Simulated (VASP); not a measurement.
# LiF (rock salt type) (Fm-3m) in VASP: further runs

The runs below take LiF (rock salt type) through single point, with HSE06.

All numbers are computed with VASP 6.6.1; they aren't measurements. Logs are shortened: lines on timing, memory, paths and dates and some standing lists are left out, and cuts for length are marked.

## 1. The cell of the first run

It takes space group Fm-3m (No. 225, cubic). Conventional cell: a = 4.001 Å, b = 4.001 Å, c = 4.001 Å, α = 90.00°, β = 90.00°, γ = 90.00°. Within 2.7 Å of Li (site symmetry m-3m) lie 6 F at 2.00 Å. F (site symmetry m-3m) has 6 Li at 2.00 Å within 2.7 Å.

## 2. Single point, HSE06

POSCAR reads:

```
LiF
1.0
    0.0000000000      2.0005018100      2.0005018100
    2.0005018100      0.0000000000      2.0005018100
    2.0005018100      2.0005018100      0.0000000000
Li F
1 1
Direct
    0.0000000000      0.0000000000      0.0000000000
    0.5000000000      0.5000000000      0.5000000000
```

INCAR.step1 reads:

```
PREC = Accurate ; ENCUT = 520
EDIFF = 1E-5 ; ISMEAR = -1
SIGMA = 0.05 ; LREAL = F
LASPH = T ; NELM = 80
ALGO = Normal ; ISIF = 2
LWAVE = T ; NBANDS = 12
GGA = PE
```

INCAR.step2 reads:

```
PREC = Accurate ; ENCUT = 520
EDIFF = 1E-6 ; ISMEAR = -1
SIGMA = 0.05 ; LREAL = F
LASPH = T ; NELM = 80
ALGO = Normal ; ISIF = 2
LWAVE = F ; LCHARG = T
GGA = PE ; LHFCALC = T
HFSCREEN = 0.2079 ; PRECFOCK = Normal
LELF = T ; LVHAR = T
NBANDS = 12 ; ISTART = 1
```

KPOINTS reads:

```
regular mesh
0
Gamma
  4 4 4
```

Potentials or basis: VASP PAW PBE potentials, release 64 (Li_sv, F).

Command:

```bash
> cat potpaw_PBE.64/Li_sv/POTCAR potpaw_PBE.64/F/POTCAR > POTCAR
> cp INCAR.step1 INCAR
> mpirun -np 1 vasp_std > vasp.out
> cp INCAR.step2 INCAR
> mpirun -np 1 vasp_std > vasp.out
```

OUTCAR:

```text
PREC = Accurate
   ENCUT = 520
   EDIFF = 1E-6
   ISMEAR = -1
   LREAL = F
   LASPH = T
   NELM = 80
   ISIF = 2
   GGA = PE
   LHFCALC = T
   HFSCREEN = 0.2079
   PRECFOCK = Normal
   ISTART = 1

 ion  position               nearest neighbor table
   1  0.000  0.000  0.000-   2 2.00   2 2.00   2 2.00   2 2.00   2 2.00   2 2.00
   2  0.500  0.500  0.500-   1 2.00   1 2.00   1 2.00   1 2.00   1 2.00   1 2.00

  LATTYP: Found a face centered cubic cell.
 ALAT       =     4.0010036200

  Lattice vectors:

 A1 = (   0.0000000000,   2.0005018100,   2.0005018100)
 A2 = (   2.0005018100,   0.0000000000,   2.0005018100)
 A3 = (   2.0005018100,   2.0005018100,   0.0000000000)

Analysis of symmetry for initial positions (statically):
=====================================================================
 Subroutine PRICEL returns:
 Original cell was already a primitive cell.

 Routine SETGRP: Setting up the symmetry group for a
 face centered cubic supercell.

 Subroutine GETGRP returns: Found 48 space group operations
 (whereof 48 operations were pure point group operations)
 out of a pool of 48 trial point group operations.

The static configuration has the point symmetry O_h .

Analysis of symmetry for dynamics (positions and initial velocities):
=====================================================================
 Subroutine PRICEL returns:
 Original cell was already a primitive cell.

 Routine SETGRP: Setting up the symmetry group for a
 face centered cubic supercell.

 Subroutine GETGRP returns: Found 48 space group operations
 (whereof 48 operations were pure point group operations)
 out of a pool of 48 trial point group operations.

The dynamic configuration has the point symmetry O_h .

 Subroutine INISYM returns: Found 48 space group operations
 (whereof 48 operations are pure point group operations),
 and found     1 'primitive' translations

----------------------------------------------------------------------------------------

                                     Primitive cell

  volume of cell :      16.0120

  direct lattice vectors                    reciprocal lattice vectors
     0.000000000  2.000501810  2.000501810    -0.249937289  0.249937289  0.249937289
     2.000501810  0.000000000  2.000501810     0.249937289 -0.249937289  0.249937289
     2.000501810  2.000501810  0.000000000     0.249937289  0.249937289 -0.249937289

[... 82 lines left out ...]
   EFERMI_NEDOS =   21; number of points for ismear=-14 and -15
   IALGO  =     38    algorithm
   IMIX   =      1    mixing-type and parameters
     AMIX     =   0.40;   BMIX     =  1.00
     AMIX_MAG =   1.60;   BMIX_MAG =  1.00
  volume/ion in A,a.u.               =       8.01        54.03
  Fermi-wavevector in a.u.,A,eV,Ry     =   1.399348  2.644385 26.642605  1.958176
  Thomas-Fermi vector in A             =   2.522417
   LORBIT       =      0    0 simple, 1 ext, 2 COOP (PROOUT), +10 PAW based schemes
   GGA     = PE    functional components
   LHFCALC =     T    Hartree Fock is set to
   PRECFOCK=normal    Normal, Fast or Accurate (Low or Medium for compatibility)
   ENCUT4O =  -1.0   cutoff for four orbital integrals eV
   NKREDX  =     1    reduce k-point grid by
   NKREDY  =     1    reduce k-point grid by
   NKREDZ  =     1    reduce k-point grid by
   AEXX    =    0.2500 exact exchange contribution
   HFSCREEN=    0.2079 screening length (either q_TF or 0.3 A-1)
   HFSCREENC=   0.2079 screening length for correlation (either q_TF or 0.3 A-1)
   ENCUTFOCK=  -1.0 apply spherical cutoff to Coloumb kernel
   IVDW    =     0    specifies the selected vdW correction
   LEPSILON=     F    determine dielectric tensor
   LRPA    =     F    only Hartree local field effects (RPA)
 non-spin polarized calculation
  energy-cutoff  :      520.00
  volume of cell :       16.01
 maximum number of plane-waves:       444
 NGX is ok and might be reduce to    24
  NGX = 16; NGY = 16; NGZ = 16

 number of electron       9.9999995 magnetization

 Free energy of the ion-electron system (eV)
  ---------------------------------------------------
  ext. energy  EPLUGINS =         0.00000000
  ---------------------------------------------------
  free energy    TOTEN  =       -11.38756435 eV

  energy without entropy =      -11.38756435  energy(sigma->0) =      -11.38756435

 E-fermi :  -1.4304     XC(G=0):  -8.2426

 val. band max:       -2.6126633727   @ k =   0.0000   0.0000   0.0000
 cond. band min:       8.9761165124   @ k =   0.0000   0.0000   0.0000
 fundamental gap:     11.5887798851
 Fermi energy:        -1.4303652032

 k-point     1 :       0.0000    0.0000    0.0000
  band No.  band energies     occupation
      1     -45.5396      2.00000
      2     -24.2426      2.00000
      3      -2.6127      2.00000
      4      -2.6127      2.00000
      5      -2.6127      2.00000
      6       8.9761      0.00000
      7      24.2706      0.00000
      8      24.2706      0.00000
      9      24.2706      0.00000
     10      24.4300      0.00000
     11      24.4300      0.00000
     12      24.4300      0.00000
[... 91 lines left out ...]
 k-point     8 :      -0.2500    0.5000    0.2500
  band No.  band energies     occupation
      1     -45.4560      2.00000
      2     -23.5131      2.00000
      3      -4.8366      2.00000
      4      -4.8366      2.00000
      5      -3.4836      2.00000
      6      15.1226      0.00000
      7      15.1226      0.00000
      8      17.5649      0.00000
      9      19.5688      0.00000
     10      27.6982      0.00000
     11      27.6983      0.00000
     12      34.7478      0.00000

------------------------ aborting loop because EDIFF is reached ----------------------------------------

  FORCE on cell =-STRESS in cart. coord.  units (eV):
  Direction    XX          YY          ZZ          XY          YZ          ZX
  --------------------------------------------------------------------------------------
  -------------------------------------------------------------------------------------
  Total        0.0421463      0.0421463      0.0421463      0.0000000     -0.0000000      0.0000000
  in kB        4.2171889      4.2171889      4.2171889      0.0000000     -0.0000000      0.0000000
  external PRESSURE =       4.2171889 kB  Pullay stress =       0.0000000 kB

 VOLUME and BASIS-vectors are now :
 -----------------------------------------------------------------------------
  energy-cutoff  :      520.00
  volume of cell :       16.01
      direct lattice vectors                 reciprocal lattice vectors
     0.000000000  2.000501810  2.000501810    -0.249937289  0.249937289  0.249937289
     2.000501810  0.000000000  2.000501810     0.249937289 -0.249937289  0.249937289
     2.000501810  2.000501810  0.000000000     0.249937289  0.249937289 -0.249937289

 POSITION                                       TOTAL-FORCE (eV/Angst)
 -----------------------------------------------------------------------------------
      0.00000      0.00000      0.00000        -0.000000      0.000000     -0.000000
      2.00050      2.00050      2.00050         0.000000     -0.000000      0.000000
 -----------------------------------------------------------------------------------
    total drift:                               -0.000000     -0.000000     -0.000000

  FREE ENERGIE OF THE ION-ELECTRON SYSTEM (eV)
  ---------------------------------------------------
  free  energy   TOTEN  =       -11.3875643521 eV

  energy  without entropy=      -11.3875643521  energy(sigma->0) =      -11.38756435
```

OSZICAR.step1:

```text
N       E                     dE             d eps       ncg     rms          rms(c)
DAV:   1     0.335761023011E+02    0.33576E+02   -0.53542E+03   192   0.837E+02
DAV:   2    -0.890428382769E+01   -0.42480E+02   -0.41057E+02   224   0.198E+02
DAV:   3    -0.101342259050E+02   -0.12299E+01   -0.12271E+01   264   0.282E+01
DAV:   4    -0.101412030337E+02   -0.69771E-02   -0.69766E-02   212   0.206E+00
DAV:   5    -0.101412856753E+02   -0.82642E-04   -0.82641E-04   252   0.169E-01    0.454E+00
DAV:   6    -0.961866288154E+01    0.52262E+00   -0.24522E+00   208   0.980E+00    0.138E+00
DAV:   7    -0.962290158615E+01   -0.42387E-02   -0.17547E-02   268   0.117E+00    0.856E-01
DAV:   8    -0.962965216367E+01   -0.67506E-02   -0.14652E-02   232   0.125E+00    0.106E-01
DAV:   9    -0.962969600360E+01   -0.43840E-04   -0.89627E-04   216   0.268E-01    0.420E-02
DAV:  10    -0.962976414631E+01   -0.68143E-04   -0.12772E-04   216   0.875E-02    0.144E-02
DAV:  11    -0.962976810902E+01   -0.39627E-05   -0.55682E-06   156   0.225E-02
   1 F= -.96297681E+01 E0= -.96297681E+01  d E =-.706578E-11
```

It took 64 s on 1 thread of Intel Xeon Platinum 8259CL at 2.50GHz (Skylake/Cascade Lake), shared host; peak memory 0.22 GiB.

Results:

```yaml
Free_energy: -11.3876 eV
Band_gap_on_the_k_mesh: 11.59 eV, direct
```

Levels at points of the mesh, in eV from the valence-band top:
```
           k point  band 1  band 2  band 3  band 4  band 5  band 6  band 7  band 8  band 9  band 10
(0.00, 0.00, 0.00)  -42.93  -21.63    0.00    0.00    0.00   11.59   26.88   26.88   26.88    27.04
(0.50, 0.00, 0.00)  -42.86  -21.16   -2.72   -0.25   -0.25   13.22   19.66   21.56   21.56    33.44
(0.50, 0.50, 0.00)  -42.84  -20.87   -3.21   -1.08   -1.08   17.61   18.87   20.25   23.19    23.19
```

Caveat: the k points lie up to 0.68 Å⁻¹ apart; the cutoff is under 1.25 times the usual one of these potentials, so pressure, stress and relaxed cells hold a basis-set (Pulay) error; the PAW data sets were made with another functional, which shifts forces and pressure a little.

## 3. Single point, HSE06

This run uses another cell than the first one, of 8.26 Å³/atom, 1.032 times its volume.

POSCAR reads:

```
LiF
1.0
    0.0000000000      2.0213418704      2.0213418704
    2.0213418704      0.0000000000      2.0213418704
    2.0213418704      2.0213418704      0.0000000000
Li F
1 1
Direct
    0.0000000000      0.0000000000      0.0000000000
    0.5000000000      0.5000000000      0.5000000000
```

INCAR.step1 reads:

```
ALGO = Normal ; EDIFF = 1E-5
ENCUT = 520 ; GGA = PE
ISIF = 2 ; ISMEAR = -1
LASPH = True ; LCHARG = False
LREAL = False ; LWAVE = True
NBANDS = 12 ; NELM = 100
PREC = Accurate ; SIGMA = 0.05
```

INCAR.step2 reads:

```
ALGO = Normal ; EDIFF = 1E-6
ENCUT = 520 ; GGA = PE
HFSCREEN = 0.2079 ; ISIF = 2
ISMEAR = -1 ; ISTART = 1
LASPH = True ; LCHARG = False
LHFCALC = True ; LREAL = False
LWAVE = False ; NBANDS = 12
NELM = 100 ; PREC = Accurate
PRECFOCK = Normal ; SIGMA = 0.05
```

KPOINTS reads:

```
k-points
0
Gamma
  4 4 4
```

Potentials or basis: VASP PAW PBE potentials, release 64 (Li_sv, F).

Command:

```bash
> cat potpaw_PBE.64/Li_sv/POTCAR potpaw_PBE.64/F/POTCAR > POTCAR
> cp INCAR.step1 INCAR
> mpirun -np 1 vasp_std > vasp.out
> cp INCAR.step2 INCAR
> mpirun -np 1 vasp_std > vasp.out
```

OUTCAR:

```text
EDIFF = 1E-6
   ENCUT = 520
   GGA = PE
   HFSCREEN = 0.2079
   ISIF = 2
   ISMEAR = -1
   ISTART = 1
   LASPH = True
   LHFCALC = True
   LREAL = False
   NELM = 100
   PREC = Accurate
   PRECFOCK = Normal

 ion  position               nearest neighbor table
   1  0.000  0.000  0.000-   2 2.02   2 2.02   2 2.02   2 2.02   2 2.02   2 2.02
   2  0.500  0.500  0.500-   1 2.02   1 2.02   1 2.02   1 2.02   1 2.02   1 2.02

[... 299 lines left out ...]
     12      33.8582      0.00000

------------------------ aborting loop because EDIFF is reached ----------------------------------------

  FORCE on cell =-STRESS in cart. coord.  units (eV):
  Direction    XX          YY          ZZ          XY          YZ          ZX
  --------------------------------------------------------------------------------------
  -------------------------------------------------------------------------------------
  Total       -0.1878064     -0.1878064     -0.1878064     -0.0000000     -0.0000000      0.0000000
  in kB      -18.2167821    -18.2167821    -18.2167821     -0.0000000     -0.0000000      0.0000000
  external PRESSURE =     -18.2167821 kB  Pullay stress =       0.0000000 kB

 VOLUME and BASIS-vectors are now :
 -----------------------------------------------------------------------------
  energy-cutoff  :      520.00
  volume of cell :       16.52
      direct lattice vectors                 reciprocal lattice vectors
     0.000000000  2.021341870  2.021341870    -0.247360433  0.247360433  0.247360433
     2.021341870  0.000000000  2.021341870     0.247360433 -0.247360433  0.247360433
     2.021341870  2.021341870  0.000000000     0.247360433  0.247360433 -0.247360433

 POSITION                                       TOTAL-FORCE (eV/Angst)
 -----------------------------------------------------------------------------------
      0.00000      0.00000      0.00000         0.000000      0.000000      0.000000
      2.02134      2.02134      2.02134        -0.000000     -0.000000     -0.000000
 -----------------------------------------------------------------------------------
    total drift:                               -0.000000     -0.000000     -0.000000

  FREE ENERGIE OF THE ION-ELECTRON SYSTEM (eV)
  ---------------------------------------------------
  free  energy   TOTEN  =       -11.3867133580 eV

  energy  without entropy=      -11.3867133580  energy(sigma->0) =      -11.38671336
```

It took 50 s on 1 thread of Intel Xeon Platinum 8259CL at 2.50GHz (Skylake/Cascade Lake), shared host; peak memory 0.23 GiB.

Results:

```yaml
Free_energy: -11.3867 eV
Band_gap_on_the_k_mesh: 11.29 eV, direct
```

Caveat: the k points lie up to 0.67 Å⁻¹ apart; the cutoff is under 1.25 times the usual one of these potentials, so pressure, stress and relaxed cells hold a basis-set (Pulay) error; the PAW data sets were made with another functional, which shifts forces and pressure a little.

## 4. Single point, HSE06

This run uses another cell than the first one, of 8.26 Å³/atom, 1.032 times its volume.

POSCAR is that of step 3.

INCAR.step1 reads:

```
SYSTEM = LiF
PREC = Accurate ; ENCUT = 520
EDIFF = 1E-5 ; ISMEAR = -1
SIGMA = 0.05 ; LREAL = .FALSE.
LASPH = .TRUE. ; NELM = 100
ALGO = Normal ; ISIF = 2
LWAVE = .TRUE. ; LCHARG = .FALSE.
GGA = PE ; NBANDS = 12
```

INCAR.step2 reads:

```
SYSTEM = LiF
PREC = Accurate ; ENCUT = 520
EDIFF = 1E-7 ; ISMEAR = -1
SIGMA = 0.05 ; LREAL = .FALSE.
LASPH = .TRUE. ; NELM = 100
ALGO = Normal ; ISIF = 2
LWAVE = .FALSE. ; LCHARG = .FALSE.
GGA = PE ; LHFCALC = .TRUE.
HFSCREEN = 0.2079 ; PRECFOCK = Normal
ISTART = 1 ; NBANDS = 12
```

KPOINTS reads:

```
regular mesh
0
G
  4 4 4
  0 0 0
```

Command:

```bash
> cat potpaw_PBE.64/Li_sv/POTCAR potpaw_PBE.64/F/POTCAR > POTCAR
> cp INCAR.step1 INCAR
> mpirun -np 1 vasp_std > vasp.out
> cp INCAR.step2 INCAR
> mpirun -np 1 vasp_std > vasp.out
```

It took 60 s on 1 thread of Intel Xeon Platinum 8259CL at 2.50GHz (Skylake/Cascade Lake), shared host; peak memory 0.23 GiB.

The run converged. Its results:

```yaml
Free_energy: -11.3867 eV
Band_gap_on_the_k_mesh: 11.29 eV, direct
```

Levels at points of the mesh, in eV from the valence-band top:
```tsv
k point	band 2	band 3	band 4	band 5	band 6	band 7	band 8	band 9
(0.00, 0.00, 0.00)	-21.54	0.00	0.00	0.00	11.29	26.45	26.45	26.45
(0.50, 0.00, 0.00)	-21.09	-2.62	-0.24	-0.24	13.04	19.26	21.30	21.30
(0.50, 0.50, 0.00)	-20.83	-3.07	-1.03	-1.03	17.29	18.70	19.84	22.80
```

Caveat: the k points lie up to 0.67 Å⁻¹ apart; the cutoff is under 1.25 times the usual one of these potentials, so pressure, stress and relaxed cells hold a basis-set (Pulay) error; the PAW data sets were made with another functional, which shifts forces and pressure a little.
